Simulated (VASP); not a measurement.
**Ni: single point with LDA**

The system is Ni.

```
Ni
1.0
    -1.78100   -3.56200   -1.78100
    -1.78100    0.00000   -1.78100
     1.78100    0.00000   -1.78100
Ni
2
Cartesian
  0.0000 0.0000 0.0000
  0.0000 -1.7810 -1.7810
```

```json
{
  "Program": "VASP 6.6.1",
  "Task": "single point",
  "Functional": "LDA",
  "Potentials or basis": "VASP PAW LDA potentials, release 64 (Ni)",
  "Cutoff": "520 eV",
  "k mesh": "8 × 13 × 11",
  "Occupations": "gaussian, width 0.1 eV",
  "Spin": "collinear spin, ferromagnetic start",
  "Starting moments": "[2.0, 2.0] μB"
}
```

| Quantity | Value |
| --- | --- |
| Pressure | -22.6 GPa |
| Net moment | 1.22 μB per cell |
| Site moments | Ni +0.62 μB |
| Valence electrons inside the program's atomic spheres | Ni 9.26 |

Levels at points of the mesh, in eV from the Fermi level:
Spin up:
| k point | band 7 | band 8 | band 9 | band 10 | band 11 | band 12 | band 13 | band 14 | band 15 | band 16 |
| --- | --- | --- | --- | --- | --- | --- | --- | --- | --- | --- |
| (0.00, 0.00, 0.00) | -1.16 | -1.16 | -0.48 | -0.38 | -0.38 | 2.44 | 8.94 | 14.43 | 14.43 | 19.35 |
| (0.50, 0.00, 0.00) | -1.45 | -1.45 | -1.45 | -1.45 | -0.83 | -0.83 | 18.74 | 18.74 | 18.74 | 18.74 |
Spin down:
| k point | band 8 | band 9 | band 10 | band 11 | band 12 | band 13 |
| --- | --- | --- | --- | --- | --- | --- |
| (0.00, 0.00, 0.00) | -0.59 | 0.11 | 0.33 | 0.33 | 2.48 | 9.21 |
| (0.50, 0.00, 0.00) | -0.80 | -0.80 | -0.80 | -0.25 | -0.25 | 18.86 |

Wall time 3.6 min on 1 thread of Intel(R) Xeon(R) Platinum 8488C (Sapphire Rapids), on a shared host, peak memory 0.44 GiB.

Caveat: the cell stands under tension.
